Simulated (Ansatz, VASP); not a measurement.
## SiC in VASP and in Ansatz

```
Si C
1.0
     2.67675    0.00000    0.00000
    -1.33837    2.31813    0.00000
     0.00000    0.00000    4.33307
Si C
2 2
Direct
  0.33333 0.66667 0.99845
  0.66667 0.33333 0.49845
  0.33333 0.66667 0.37755
  0.66667 0.33333 0.87755
```

Change from the starting cell: volume scaled by 0.64, LAPW.

Alike in both runs: task single point; functional PBE; k mesh 13 × 13 × 7; occupations fermi-dirac, width 0.1 eV; no spin polarisation.

```csv
,VASP,Ansatz
version,VASP 6.6.1,Ansatz 0.2.0
potentials or method,"VASP PAW PBE potentials, release 64 (Si, C), cutoff 520 eV","all-electron LAPW, scalar-relativistic"
```

VASP gave:

```
pressure (GPa)                                                : 219.6
traceless stress, the component that is largest in VASP (GPa) : -0.05
```

Question: What did Ansatz give for the same quantities?

Answer: Pressure (GPa): 219.4; traceless stress, the component that is largest in VASP (GPa): 0.06.

Both programs put the cell under a high pressure, so it lies far from rest at this level. Ansatz ran all-electron here, and VASP with PAW potentials.

Noted on VASP's run: the cell as given lies far from equilibrium.
